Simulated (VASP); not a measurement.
# HfN in VASP: notebook

HfN is run at these levels: PBE; tasks: single point.

All numbers are computed with VASP 6.6.1; they aren't measurements. Logs are shortened: lines on timing, memory, paths and dates and some standing lists are left out, and cuts for length are marked.

### 1 The cell of the first run

The structure is tetragonal, space group I4mm (No. 107). The conventional cell has a = 3.195 Å, b = 3.195 Å, c = 4.518 Å, α = 90.00°, β = 90.00°, γ = 90.00°. Within 2.9 Å of Hf (site symmetry 4mm) lie 6 N at 2.16 to 2.36 Å. Within 2.9 Å of N (site symmetry 4mm) lie 6 Hf at 2.16 to 2.36 Å.

### 2 Single point, PBE (atom 1 (Hf) moved by (+0.000, -0.100) A along [1 1 0] and z)

Contents of INCAR:

```
ALGO = Normal
EDIFF = 1E-7
ENCUT = 520
GGA = PE
ISIF = 2
ISMEAR = 1
LASPH = T
LCHARG = F
LREAL = F
LWAVE = F
NBANDS = 14
NELM = 80
PREC = Accurate
SIGMA = 0.2
```

Contents of KPOINTS:

```
k-points
0
Gamma
  18 18 18
```

Contents of POSCAR:

```
HfN
1.0
    0.0000000000      2.2590000000      2.2590000000
    2.2590000000      0.0000000000      2.2590000000
    2.2590000000      2.2590000000      0.0000000000
Hf N
1 1
Direct
   -0.0221336875     -0.0221336875      0.0221336875
    0.5000000000      0.5000000000      0.5000000000
```

Potentials or basis: VASP PAW PBE potentials, release 64 (Hf_pv, N).

Launch:

```console
cat potpaw_PBE.64/Hf_pv/POTCAR potpaw_PBE.64/N/POTCAR > POTCAR
mpirun -np 1 vasp_std > vasp.out
```

OUTCAR:

```text
EDIFF = 1E-7
   ENCUT = 520
   GGA = PE
   ISIF = 2
   ISMEAR = 1
   LASPH = T
   LREAL = F
   NELM = 80
   PREC = Accurate

 ion  position               nearest neighbor table
   1  0.978  0.978  0.022-   2 2.16   2 2.26   2 2.26   2 2.26   2 2.26   2 2.36
   2  0.500  0.500  0.500-   1 2.16   1 2.26   1 2.26   1 2.26   1 2.26   1 2.36

  LATTYP: Found a face centered cubic cell.
 ALAT       =     4.5180000000

  Lattice vectors:

 A1 = (   0.0000000000,   2.2590000000,   2.2590000000)
 A2 = (   2.2590000000,   0.0000000000,   2.2590000000)
 A3 = (   2.2590000000,   2.2590000000,   0.0000000000)

Analysis of symmetry for initial positions (statically):
=====================================================================
 Subroutine PRICEL returns:
 Original cell was already a primitive cell.

 Routine SETGRP: Setting up the symmetry group for a
 face centered cubic supercell.

 Subroutine GETGRP returns: Found  8 space group operations
 (whereof  8 operations were pure point group operations)
 out of a pool of 48 trial point group operations.

The static configuration has the point symmetry C_4v.

Analysis of symmetry for dynamics (positions and initial velocities):
=====================================================================
 Subroutine PRICEL returns:
 Original cell was already a primitive cell.

 Routine SETGRP: Setting up the symmetry group for a
 face centered cubic supercell.

 Subroutine GETGRP returns: Found  8 space group operations
 (whereof  8 operations were pure point group operations)
 out of a pool of 48 trial point group operations.

The dynamic configuration has the point symmetry C_4v.

 Subroutine INISYM returns: Found  8 space group operations
 (whereof  8 operations are pure point group operations),
 and found     1 'primitive' translations

----------------------------------------------------------------------------------------

                                     Primitive cell

  volume of cell :      23.0557

  direct lattice vectors                    reciprocal lattice vectors
     0.000000000  2.259000000  2.259000000    -0.221336875  0.221336875  0.221336875
     2.259000000  0.000000000  2.259000000     0.221336875 -0.221336875  0.221336875
     2.259000000  2.259000000  0.000000000     0.221336875  0.221336875 -0.221336875

  length of vectors
     3.194708437  3.194708437  3.194708437     0.383366713  0.383366713  0.383366713

  position of ions in fractional coordinates (direct lattice)
     0.977866312  0.977866312  0.022133688
     0.500000000  0.500000000  0.500000000

  ion indices of the primitive-cell ions
   primitive index   ion index
                 1           1
                 2           2

----------------------------------------------------------------------------------------

 KPOINTS: k-points

Automatic generation of k-mesh.
 Grid dimensions read from file:
 generate k-points for:   18   18   18

 Generating k-lattice:

  Cartesian coordinates                     Fractional coordinates (reciprocal lattice)
    -0.012296493  0.012296493  0.012296493     0.055555556  0.000000000  0.000000000
     0.012296493 -0.012296493  0.012296493     0.000000000  0.055555556  0.000000000
     0.012296493  0.012296493 -0.012296493     0.000000000  0.000000000  0.055555556

  Length of vectors
     0.021298151  0.021298151  0.021298151

  Shift w.r.t. Gamma in fractional coordinates (k-lattice)
     0.000000000  0.000000000  0.000000000

 Subroutine IBZKPT returns following result:
 ===========================================

 Found    480 irreducible k-points:

 Following reciprocal coordinates:
            Coordinates               Weight
  0.000000  0.000000  0.000000      1.000000
  0.055556  0.000000  0.000000      8.000000
  0.111111  0.000000  0.000000      8.000000
  0.166667  0.000000  0.000000      8.000000
  0.222222  0.000000  0.000000      8.000000
  0.277778  0.000000  0.000000      8.000000
[... 16 lines left out ...]
  0.388889  0.055556  0.000000      8.000000
  0.000000  0.388889  0.055556     16.000000
 [... further k-points ...]
   k-points           NKPTS =    480   k-points in BZ     NKDIM =    480   number of bands    NBANDS=     14
   number of dos      NEDOS =    301   number of ions     NIONS =      2
   total plane-waves  NPLWV =  13824
   dimension x,y,z NGX =    24 NGY =   24 NGZ =   24
   dimension x,y,z NGXF=    48 NGYF=   48 NGZF=   48
   ions per type =               1   1
   NGX,Y,Z   is equivalent  to a cutoff of  12.49, 12.49, 12.49 a.u.
   NGXF,Y,Z  is equivalent  to a cutoff of  24.98, 24.98, 24.98 a.u.
 SYSTEM =  unknown system
   PREC   = accura    normal or accurate (medium, high low for compatibility)
   ISTART =      0    job   : 0-new  1-cont  2-samecut
   ICHARG =      2    charge: 1-file 2-atom 10-const
   ISPIN  =      1    spin polarized calculation?
   LNONCOLLINEAR =      F non collinear calculations
   LSORBIT =      F    spin-orbit coupling
   LASPH  =      T    aspherical Exc in radial PAW
   ENCUT  =  520.0 eV  38.22 Ry    6.18 a.u.   5.94  5.94  5.94*2*pi/ulx,y,z
   NELM   =     80;   NELMIN=  2; NELMDL= -5     # of ELM steps
   EDIFF  = 0.1E-06   stopping-criterion for ELM
   LREAL  =      F    real-space projection
   EDIFFG = 0.1E-05   stopping-criterion for IOM
   NSW    =      0    number of steps for IOM
   IBRION =     -1    ionic relax: 0-MD 1-quasi-New 2-CG
   NFREE  =      0    steps in history (QN), initial steepest desc. (CG)
   ISIF   =      2    stress and relaxation
   ISYM   =      2    0-nonsym 1-usesym 2-fastsym
   POTIM  = 0.5000    time-step for ionic-motion
   TEBEG  =    0.0;   TEEND  =   0.0 temperature during run
   PSTRESS=    0.0 pullay stress
   NELECT =      15.0000    total number of electrons
   NUPDOWN=      -1.0000    fix difference up-down
   EMIN   =  10.00;   EMAX   =-10.00  energy-range for DOS
   EFERMI =   0.00;   METHOD = LEGACY
   ISMEAR =     1;   SIGMA  =   0.20  broadening in eV -4-tet -1-fermi 0-gaus
   EFERMI_NEDOS =   21; number of points for ismear=-14 and -15
   IALGO  =     38    algorithm
   IMIX   =      4    mixing-type and parameters
     AMIX     =   0.40;   BMIX     =  1.00
     AMIX_MAG =   1.60;   BMIX_MAG =  1.00
  volume/ion in A,a.u.               =      11.53        77.79
  Fermi-wavevector in a.u.,A,eV,Ry     =   1.418553  2.680677 27.378918  2.012294
  Thomas-Fermi vector in A             =   2.539667
   LORBIT       =      0    0 simple, 1 ext, 2 COOP (PROOUT), +10 PAW based schemes
   GGA     = PE    functional components
   LHFCALC =     F    Hartree Fock is set to
   AEXX    =    0.0000 exact exchange contribution
   IVDW    =     0    specifies the selected vdW correction
   LEPSILON=     F    determine dielectric tensor
   LRPA    =     F    only Hartree local field effects (RPA)
 non-spin polarized calculation
 Methfessel and Paxton  Order N= 1 SIGMA  =   0.20
  energy-cutoff  :      520.00
  volume of cell :       23.06
 maximum number of plane-waves:       636
   NGX = 11   NGY = 11   NGZ = 11

 number of electron      15.0000000 magnetization

 Free energy of the ion-electron system (eV)
  ---------------------------------------------------
  ext. energy  EPLUGINS =         0.00000000
  ---------------------------------------------------
  free energy    TOTEN  =       -21.69478832 eV

  energy without entropy =      -21.69475374  energy(sigma->0) =      -21.69477679

 E-fermi :   8.3743     XC(G=0): -12.7282

 val. band max:        8.3666310254   @ k =   0.0000   0.0556   0.0556
 cond. band min:       8.3923053112   @ k =  -0.1667   0.0556   0.0000
 fundamental gap:      0.0256742858
 Fermi energy:         8.3742904266

 k-point     1 :       0.0000    0.0000    0.0000
  band No.  band energies     occupation
      1     -22.7692      2.00000
      2     -22.7537      2.00000
      3     -22.7537      2.00000
      4      -9.1262      2.00000
      5       5.1996      2.00000
      6       5.1996      2.00000
      7       5.2119      2.00000
      8       8.0500      2.04413
      9       8.2230      1.95599
     10       8.2230      1.95599
     11      10.1572     -0.00000
     12      10.3655     -0.00000
     13      10.5755     -0.00000
     14      17.9261      0.00000

 k-point     2 :       0.0556    0.0000    0.0000
  band No.  band energies     occupation
      1     -22.7935      2.00000
      2     -22.7641      2.00000
      3     -22.7563      2.00000
      4      -9.0546      2.00000
      5       4.7987      2.00000
      6       5.0362      2.00000
      7       5.1618      2.00000
      8       8.0773      2.05663
      9       8.2936      1.62497
     10       8.3233      1.41641
     11      10.3857     -0.00000
     12      10.6195     -0.00000
     13      10.8295     -0.00000
     14      18.1706      0.00000

 k-point     3 :       0.1111    0.0000    0.0000
  band No.  band energies     occupation
      1     -22.8829      2.00000
      2     -22.7733      2.00000
      3     -22.7640      2.00000
      4      -8.8474      2.00000
      5       4.0804      2.00000
      6       4.6245      2.00000
      7       4.7534      2.00000
      8       8.2164      1.97463
      9       8.5173      0.07006
     10       8.5413      0.00313
     11      10.9879     -0.00000
     12      11.2842     -0.00000
     13      11.4866     -0.00000
     14      18.8614      0.00000
[... 324 lines left out ...]
 k-point    23 :       0.3889    0.0556    0.0000
  band No.  band energies     occupation
      1     -23.5740      2.00000
      2     -22.8449      2.00000
      3     -22.8424      2.00000
      4      -6.9507      2.00000
      5       0.2953      2.00000
      6       2.4829      2.00000
      7       2.6549      2.00000
      8       9.7581     -0.00000
      9      11.2488     -0.00000
     10      11.5668     -0.00000
     11      13.7008      0.00000
     12      15.4045      0.00000
     13      16.5106      0.00000
     14      20.4832      0.00000

 k-point    24 :       0.0000    0.3889    0.0556
  band No.  band energies     occupation
      1     -23.5724      2.00000
      2     -22.8529      2.00000
      3     -22.8356      2.00000
      4      -6.9534      2.00000
      5       0.2964      2.00000
      6       2.4597      2.00000
      7       2.6858      2.00000
      8       9.7166     -0.00000
      9      11.2720     -0.00000
     10      11.5441     -0.00000
     11      13.7450      0.00000
     12      15.5333      0.00000
     13      16.3683      0.00000
     14      20.4678      0.00000

 [... further k-points ...]

------------------------ aborting loop because EDIFF is reached ----------------------------------------

  FORCE on cell =-STRESS in cart. coord.  units (eV):
  Direction    XX          YY          ZZ          XY          YZ          ZX
  --------------------------------------------------------------------------------------
  -------------------------------------------------------------------------------------
  Total        0.4493420      0.4493420      0.9903919      0.0000000      0.0000000      0.0000000
  in kB       31.2254613     31.2254613     68.8238484      0.0000000      0.0000000      0.0000000
  external PRESSURE =      43.7582570 kB  Pullay stress =       0.0000000 kB

 VOLUME and BASIS-vectors are now :
 -----------------------------------------------------------------------------
  energy-cutoff  :      520.00
  volume of cell :       23.06
      direct lattice vectors                 reciprocal lattice vectors
     0.000000000  2.259000000  2.259000000    -0.221336875  0.221336875  0.221336875
     2.259000000  0.000000000  2.259000000     0.221336875 -0.221336875  0.221336875
     2.259000000  2.259000000  0.000000000     0.221336875  0.221336875 -0.221336875

 POSITION                                       TOTAL-FORCE (eV/Angst)
 -----------------------------------------------------------------------------------
      2.25900      2.25900      4.41800         0.000000      0.000000      1.186447
      2.25900      2.25900      2.25900         0.000000      0.000000     -1.186447
 -----------------------------------------------------------------------------------
    total drift:                                0.000000      0.000000      0.000019

  FREE ENERGIE OF THE ION-ELECTRON SYSTEM (eV)
  ---------------------------------------------------
  free  energy   TOTEN  =       -21.6947883156 eV

  energy  without entropy=      -21.6947537447  energy(sigma->0) =      -21.69477679
```

Wall time 78 s (1 thread of Intel Xeon Platinum 8375C at 2.90GHz (Ice Lake), shared host); peak memory 0.27 GiB.

Results:

| Quantity | Value |
| --- | --- |
| Free energy | -21.6948 eV |
| Pressure | 4.4 GPa |
| Largest force | 1.186 eV/Å |

Forces on the atoms (eV/Å):
```
Hf   0.000  0.000  1.186
N    0.000  0.000 -1.186
```

Stress tensor (GPa, compression positive):
```
3.12 0.00 0.00
0.00 3.12 0.00
0.00 0.00 6.88
```

Caveat: the cell differs from its parent crystal (atom 1 (Hf) moved by (+0.000, -0.100) A along [1 1 0] and z); spin-orbit coupling is left out, which moves the levels of the heavy elements; forces of over 1 eV/Å act on the atoms, so gaps and moduli don't describe the material at rest.

### 3 Single point, PBE (atom 1 (Hf) moved by (-0.100, +0.000) A along [1 1 0] and z)

Contents of INCAR:

```
ALGO     = Normal         # electronic algorithm
EDIFF    = 1E-6           # SCF threshold, eV
ENCUT    = 520            # plane-wave cutoff, eV
GGA      = PE             # functional
ISIF     = 2              # what is computed and relaxed
ISMEAR   = 1              # smearing method
LASPH    = T              # aspherical terms in the spheres
LCHARG   = F              # write CHGCAR
LREAL    = F              # projectors in reciprocal space
LWAVE    = F              # write WAVECAR
NBANDS   = 14             # bands
NELM     = 60             # most SCF steps
PREC     = Accurate       # precision mode
SIGMA    = 0.2            # smearing width, eV
```

KPOINTS is that of step 2.

POSCAR, as its differences from that of step 2:

```diff
@@ -8,3 +8,3 @@
 Direct
-   -0.0221336875     -0.0221336875      0.0221336875
+    0.0000000000      0.0000000000     -0.0313017610
     0.5000000000      0.5000000000      0.5000000000
```

Potentials or basis: VASP PAW PBE potentials, release 64 (Hf_pv, N).

Launch:

```console
cat potpaw_PBE.64/Hf_pv/POTCAR potpaw_PBE.64/N/POTCAR > POTCAR
mpirun -np 1 vasp_std > vasp.out
```

Run time: 2.7 min. Hardware: 1 thread of Intel Xeon 6975P-C, shared host; peak memory 0.39 GiB.

It converged, with:

* Free energy: -21.6951 eV
* Pressure: 4.4 GPa
* Largest force: 1.173 eV/Å

Forces on the atoms (eV/Å):
```
Hf   0.829  0.829  0.000
N   -0.829 -0.829  0.000
```

Stress tensor (GPa, compression positive):
```
 4.98 -0.32  0.00
-0.32  4.98  0.00
 0.00  0.00  3.12
```

Levels at points of the mesh, in eV from the Fermi level:
```tsv
k point	band 4	band 5	band 6	band 7	band 8	band 9	band 10	band 11	band 12	band 13
(0.00, 0.00, 0.00)	-17.50	-3.20	-3.17	-3.14	-0.33	-0.16	-0.14	1.78	2.05	2.15
(0.50, 0.00, 0.00)	-14.79	-8.87	-6.16	-6.12	3.26	3.58	3.71	4.44	8.67	8.83
(0.00, 0.00, 0.50)	-14.81	-8.86	-6.19	-6.17	3.22	3.70	3.73	4.52	8.77	8.88
(0.50, 0.50, 0.00)	-16.40	-5.41	-4.46	-3.73	-2.97	4.17	5.53	5.53	5.54	8.02
(0.00, 0.50, 0.50)	-16.40	-5.40	-4.26	-3.70	-3.21	4.15	5.52	5.54	5.54	7.60
```

Caveat: the cell differs from its parent crystal (atom 1 (Hf) moved by (-0.100, +0.000) A along [1 1 0] and z); spin-orbit coupling is left out, which moves the levels of the heavy elements; forces of over 1 eV/Å act on the atoms, so gaps and moduli don't describe the material at rest.
